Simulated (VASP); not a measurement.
Wanted: the native input for a VASP 6.6.1 run.

* Task: single point
* Functional: PBE
* Potentials or basis: VASP PAW PBE potentials, release 64 (Mg, O)
* Cutoff: 520 eV
* k mesh: 16 × 16 × 16
* Occupations: fermi-dirac, width 0.08 eV
* Spin: no spin polarisation
* Dipole correction: no
* Further INCAR settings: ALGO = Normal; EDIFF = 1e-06; NBANDS = 11

The structure of MgO (zincblende type) lies in POSCAR:

```
MgO
1.0
    0.0000000000      2.0882511124      2.0882511124
    2.0882511124      0.0000000000      2.0882511124
    2.0882511124      2.0882511124      0.0000000000
Mg O
1 1
Direct
    0.0000000000      0.0000000000      0.0000000000
    0.2500000000      0.2500000000      0.2500000000
```

The input as run:

INCAR

```
SYSTEM = MgO
PREC = Accurate
ENCUT = 520
EDIFF = 1E-6
ISMEAR = -1
SIGMA = 0.08
LREAL = .FALSE.
LASPH = .TRUE.
NELM = 80
ALGO = Normal
ISIF = 2
LWAVE = .FALSE.
LCHARG = .FALSE.
GGA = PE
NBANDS = 11
```

KPOINTS

```
regular mesh
0
G
  16 16 16
  0 0 0
```

Potentials or basis: VASP PAW PBE potentials, release 64 (Mg, O).

Command:

```sh
$ cat potpaw_PBE.64/Mg/POTCAR potpaw_PBE.64/O/POTCAR > POTCAR
$ mpirun -np 1 vasp_std > vasp.out
```

It gave:

```yaml
Pressure: 62.7 GPa
Band_gap_on_the_k_mesh: 5.36 eV, indirect (least direct gap 5.36 eV)
```

Wall time 18 s on 1 thread of Intel(R) Xeon(R) Platinum 8488C (Sapphire Rapids) (shared host), peak memory 0.16 GiB.
